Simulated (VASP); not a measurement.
Wanted: the native input for a VASP 6.6.1 run.

| Quantity | Value |
| --- | --- |
| Task | single point |
| Functional | PBE |
| Potentials or basis | VASP PAW PBE potentials, release 64 (H, C) |
| Cutoff | 520 eV |
| k mesh | 2 × 2 × 1 |
| Occupations | gaussian, width 0.05 eV |
| Spin | no spin polarisation |
| Dipole correction | no |
| Further INCAR settings | LREAL = Auto; ALGO = Normal; EDIFF = 1e-07; NBANDS = 68 |

The structure of H3C5 lies in POSCAR:

```
H3C5
1.0
    5.0487420000      0.0000000000      0.0000000000
    0.0000000000      5.0487420000      0.0000000000
    0.0000000000      0.0000000000     17.1355610000
H C
12 20
Direct
    0.4277867635      0.0000000000      0.0583581711
    0.0722132365      0.0000000000      0.0583581711
    0.9277867635      0.0000000000      0.0583581711
    0.5722132365      0.0000000000      0.0583581711
    0.4277867635      0.5000000000      0.0583581711
    0.0722132365      0.5000000000      0.0583581711
    0.9277867635      0.5000000000      0.0583581711
    0.5722132365      0.5000000000      0.0583581711
    0.7505754899      0.0094249221      0.3610634049
    0.2480142578      0.4828812801      0.3612161283
    0.7509985656      0.4955252219      0.3598206677
    1.1930356116      0.4563695273      0.4713544541
    0.2500000990      0.0000000000      0.0953981022
    0.7500000990      0.0000000000      0.0953981022
    0.2500000990      0.5000000000      0.0953981022
    0.7500000990      0.5000000000      0.0953981022
    0.2500000990      0.2500000990      0.1474827699
    0.7500000990      0.2500000990      0.1474827699
    0.2500000990      0.7500000990      0.1474827699
    0.7500000990      0.7500000990      0.1474827699
   -0.0002802678      0.2524864610      0.1957798755
    0.5002188664      0.2525536064      0.1958263870
   -0.0002436250      0.7491846484      0.2039199650
    0.5002378810      0.7492074263      0.2039405071
    0.0010153024      0.0129115332      0.2534788911
    0.4990126253      0.0128992529      0.2535204421
   -0.0007766291      0.4838238912      0.2528476891
    0.5008477359      0.4839231238      0.2529186526
    0.2499339439      0.0968807675      0.2924698526
    0.7500878437      0.0905786035      0.3017304773
    0.2499454320      0.4112376905      0.3002465458
    0.7501072544      0.4126742860      0.3006502092
```

These files were run (other wordings do the same):

INCAR

```
PREC = Accurate ; ENCUT = 520
EDIFF = 1E-7 ; ISMEAR = 0
SIGMA = 0.05 ; LREAL = Auto
LASPH = True ; NELM = 100
ALGO = Normal ; ISIF = 2
LWAVE = False ; LCHARG = False
GGA = PE ; NBANDS = 68
```

KPOINTS

```
regular mesh
0
Gamma
  2 2 1
```

Potentials or basis: VASP PAW PBE potentials, release 64 (H, C).

Run with:

```sh
$ cat potpaw_PBE.64/H/POTCAR potpaw_PBE.64/C/POTCAR > POTCAR
$ mpirun -np 1 vasp_std > vasp.out
```

It gave:

```yaml
Largest_force: 8.915 eV/Å
Band_gap_on_the_k_mesh: zero (bands 46 and 47 overlap by 0.04 eV)
```

Caveat: the k points lie up to 0.62 Å⁻¹ apart; there is no dipole correction, which matters where the two faces differ.

Run time: 3.6 min on 1 thread of Intel(R) Xeon(R) 6975P-C (Granite Rapids), on a shared host, peak memory 0.49 GiB.
